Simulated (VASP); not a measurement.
Crystal: MoS2.

```
Mo S
1.0
     3.23648    0.00000    0.00000
    -1.61824    2.80287    0.00000
     0.00000    0.00000   12.33430
Mo S
2 4
Cartesian
  0.0000 1.8686 3.0836
  1.6182 0.9343 9.2507
  1.6182 0.9343 4.6195
  1.6182 0.9343 1.5477
  0.0000 1.8686 10.7866
  0.0000 1.8686 7.7148
```

This cell differs from its parent crystal: epitaxial xy strain +2.0%.

Base run:

| Property | Result |
| --- | --- |
| Program | VASP 6.6.1 |
| Functional | r2SCAN |
| Potentials or basis | VASP PAW PBE potentials, release 64 (Mo_sv, S) |
| Cutoff | 520 eV |
| k mesh | 12 × 12 × 2 |
| Occupations | gaussian, width 0.01 eV |
| Spin | no spin polarisation |

Its results: band gap on the k mesh 0.69 eV, indirect (least direct gap 1.53 eV); pressure -2.4 GPa; largest force 0.051 eV/Å.

Q: The run is repeated on the same cell with these changes: functional from r2SCAN to PBE; occupations from gaussian, width 0.01 eV to fermi-dirac, width 0.02 eV. What comes out?

A: Band gap on the k mesh 0.63 eV, indirect (least direct gap 1.44 eV); pressure -1.3 GPa; largest force 0.081 eV/Å.

Caveats: the PAW data sets were made with another functional, which shifts forces and pressure a little (some runs); this functional lacks dispersion, which binds the layers, so the pressure and a relaxed spacing across them are unreliable (some runs).

A k mesh can miss the band edges.
